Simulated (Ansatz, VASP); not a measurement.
## One calculation of Ge, two programs

```
Ge
1.0
     1.62047   -2.15091    0.00000
     1.62047    2.15091    0.00000
     0.00000    0.00000    6.94232
Ge
2
Direct
  0.00000 0.00000 0.67879
  0.00000 0.00000 0.32121
```

Alike in both runs: task single point; functional PBE; k mesh 6 × 6 × 4; occupations gaussian, width 0.1 eV; no spin polarisation.

|  | VASP | Ansatz |
| --- | --- | --- |
| version | VASP 6.6.1 | Ansatz 0.2.0 |
| potentials or method | VASP PAW PBE potentials, release 64 (Ge_d), cutoff 520 eV | scalar-relativistic, plane waves, PAW |
| valence electrons in the cell | 28 | 28 |

VASP gave:

```
gap on the k mesh at the Fermi level (eV)                     : none
pressure (GPa)                                                : 3.9
traceless stress, the component that is largest in VASP (GPa) : 2.48
rms of the force components (eV/Å)                            : 0.344
```

Problem. Which values does Ansatz return?

Solution. gap on the k mesh at the Fermi level (eV): none; pressure (GPa): 3.9; traceless stress, the component that is largest in VASP (GPa): 2.47; rms of the force components (eV/Å): 0.342.

Atom by atom the forces differ by 0.002 eV/Å (rms over components). A gap of «none» marks a metal or a gap that the smearing closes. The functional is the same, so the differences come from potentials, cutoffs and numerics.

The k mesh is coarse, so the values compare programs but aren't converged.
